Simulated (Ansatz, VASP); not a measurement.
**Two plane-wave programs on Cs3SI**

Contents of INCAR:

```
PREC = Accurate
ENCUT = 600
EDIFF = 1E-6
ISMEAR = 0
SIGMA = 0.02
LREAL = False
LASPH = True
NELM = 100
ALGO = Normal
ISIF = 3
LWAVE = False
LCHARG = False
GGA = PE
IBRION = 2
NSW = 100
EDIFFG = -0.01
```

KPOINTS

```
regular mesh
0
Gamma
  4 4 4
```

POSCAR

```
Cs3SI
1.0
    6.6143927410      0.0000000000      0.0000000000
    0.0000000000      6.6143927410      0.0000000000
    0.0000000000      0.0000000000      6.6143927410
Cs S I
3 1 1
Direct
    0.0000000000      0.5000000000      0.5000000000
    0.5000000000      0.0000000000      0.5000000000
    0.5000000000      0.5000000000      0.0000000000
    0.5000000000      0.5000000000      0.5000000000
    0.0000000000      0.0000000000      0.0000000000
```

Input for Ansatz:

```yaml
crystal:
  lattice:
    - [6.614392741, 0.0, 0.0]
    - [0.0, 6.614392741, 0.0]
    - [0.0, 0.0, 6.614392741]
  atoms:
    - { symbol: Cs, position: [0.0, 0.5, 0.5] }
    - { symbol: Cs, position: [0.5, 0.0, 0.5] }
    - { symbol: Cs, position: [0.5, 0.5, 0.0] }
    - { symbol: S, position: [0.5, 0.5, 0.5] }
    - { symbol: I, position: [0.0, 0.0, 0.0] }
basis:
  ecutwfc: 420
kpoints:
  mp_grid: { grid: [4, 4, 4] }
hamiltonian:
  xc: pbe
scf:
  occupations: { method: gaussian, width: 0.02 }
output:
  forces: true
  stress: true
  eigenvalues: true
  write_density: true
  write_potential: true
  elf: true
  volumetric_format: npy
relax:
  adjacent_minimum: "off"
  f_tol: 0.01
  max_steps: 80
  cell: { stress_tol: 0.05 }
```

Alike in both runs: task relaxation of cell and atoms; functional PBE; k mesh 4 × 4 × 4; occupations gaussian, width 0.02 eV; no spin polarisation.

|  | VASP | Ansatz |
| --- | --- | --- |
| version | VASP 6.6.1 | Ansatz 0.2.0 |
| potentials or method | VASP PAW PBE potentials, release 64 (Cs_sv, S, I), cutoff 600 eV | scalar-relativistic, plane waves, PAW |
| valence electrons in the cell | 40 | 50 |

Ansatz gave:

| Property | Result |
| --- | --- |
| gap on the k mesh at the Fermi level, each at its own relaxed structure (eV) | 1.09 |
| relaxed volume (Å³/atom) | 59.69 |
| relaxed cell length with the largest relative difference (Å) | 6.683 |

Question: Estimate VASP's values.

Answer: gap on the k mesh at the Fermi level, each at its own relaxed structure (eV): 1.06; relaxed volume (Å³/atom): 60.17; relaxed cell length with the largest relative difference (Å): 6.701.

VASP's potentials hold 40 valence electrons a cell and Ansatz's 50, so a difference there can come from the potentials and not from the codes.

Neither program's run includes spin-orbit coupling.
